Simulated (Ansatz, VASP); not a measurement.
# Two plane-wave programs on NaH

```
Na H
1.0
     0.00000    2.38642    2.38642
     2.38642    0.00000    2.38642
     2.38642    2.38642    0.00000
Na H
1 1
Direct
  0.00000 0.00000 0.00000
  0.50000 0.50000 0.50000
```

Alike in both runs: task relaxation of cell and atoms; functional LDA; k mesh 8 × 8 × 8; occupations gaussian, width 0.02 eV; no spin polarisation.

|  | VASP | Ansatz |
| --- | --- | --- |
| version | VASP 6.6.1 | Ansatz 0.2.0 |
| potentials or method | VASP PAW LDA potentials, release 64 (Na_pv, H), cutoff 500 eV | scalar-relativistic, plane waves, PAW |
| valence electrons in the cell | 8 | 10 |

Ansatz gave:

- gap on the k mesh at the Fermi level, each at its own relaxed structure (eV): 3.55
- relaxed volume (Å³/atom): 12.89
- relaxed cell length with the largest relative difference (Å): 3.316

Which values does VASP return?

gap on the k mesh at the Fermi level, each at its own relaxed structure (eV): 3.55; relaxed volume (Å³/atom): 12.87; relaxed cell length with the largest relative difference (Å): 3.315.

Ansatz warns that its potentials were made for another functional, while VASP's fit it. LDA's correlation is that of Perdew and Zunger in VASP and of Perdew and Wang (1992) in Ansatz. VASP's potentials hold 8 valence electrons a cell and Ansatz's 10, so a difference there can come from the potentials and not from the codes.
